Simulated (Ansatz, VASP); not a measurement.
**Two plane-wave programs on MgTlF**

File INCAR:

```
SYSTEM = MgTlF
PREC = Accurate
ENCUT = 600
EDIFF = 1E-6
ISMEAR = 0
SIGMA = 0.1
LREAL = .FALSE.
LASPH = .TRUE.
NELM = 100
ALGO = Normal
ISIF = 3
LWAVE = .FALSE.
LCHARG = .FALSE.
GGA = PE
IBRION = 2
NSW = 100
EDIFFG = -0.01
```

KPOINTS

```
Automatic mesh
0
G
  14 14 8
  0 0 0
```

The input POSCAR:

```
MgTlF
1.0
    3.1144570801      0.0000000000      0.0000000000
    0.0000000000      3.1144570801      0.0000000000
    0.0000000000      0.0000000000      6.1394310514
Mg Tl F
1 1 1
Direct
    0.0000000000      0.0000000000      0.5000000000
    0.0000000000      0.0000000000      0.0000000000
    0.5000000000      0.5000000000      0.5000000000
```

Input for Ansatz:

```yaml
crystal:
  lattice:
    - [3.1144570801, 0.0, 0.0]
    - [0.0, 3.1144570801, 0.0]
    - [0.0, 0.0, 6.1394310514]
  atoms:
    - { symbol: Mg, position: [0.0, 0.0, 0.5] }
    - { symbol: Tl, position: [0.0, 0.0, 0.0] }
    - { symbol: F, position: [0.5, 0.5, 0.5] }
basis:
  ecutwfc: 420
kpoints:
  mp_grid: { grid: [14, 14, 8] }
hamiltonian:
  xc: pbe
scf:
  occupations: { method: gaussian, width: 0.1 }
output:
  forces: true
  stress: true
  eigenvalues: true
  write_density: true
  write_potential: true
  elf: true
  volumetric_format: npy
relax:
  adjacent_minimum: "off"
  f_tol: 0.01
  max_steps: 80
  cell: { stress_tol: 0.05 }
```

Alike in both runs: task relaxation of cell and atoms; functional PBE; k mesh 14 × 14 × 8; occupations gaussian, width 0.1 eV; no spin polarisation.

```csv
,VASP,Ansatz
version,VASP 6.6.1,Ansatz 0.2.0
potentials or method,"VASP PAW PBE potentials, release 64 (Mg, Tl_d, F), cutoff 600 eV","scalar-relativistic, plane waves, PAW"
valence electrons in the cell,22,30
```

VASP gave:

```
gap on the k mesh at the Fermi level, each at its own relaxed structure (eV)  : none
relaxed volume (Å³/atom)                                                      : 19.82
relaxed length of the cell vector where the two differ most in proportion (Å) : 3.102
```

Question: What did Ansatz give for the same quantities?

Answer: gap on the k mesh at the Fermi level, each at its own relaxed structure (eV): none; relaxed volume (Å³/atom): 19.95; relaxed length of the cell vector where the two differ most in proportion (Å): 3.109.

A gap of «none» marks a metal or a gap that the smearing closes. VASP's potentials hold 22 valence electrons a cell and Ansatz's 30, so a difference there can come from the potentials and not from the codes.

Neither program's run includes spin-orbit coupling.
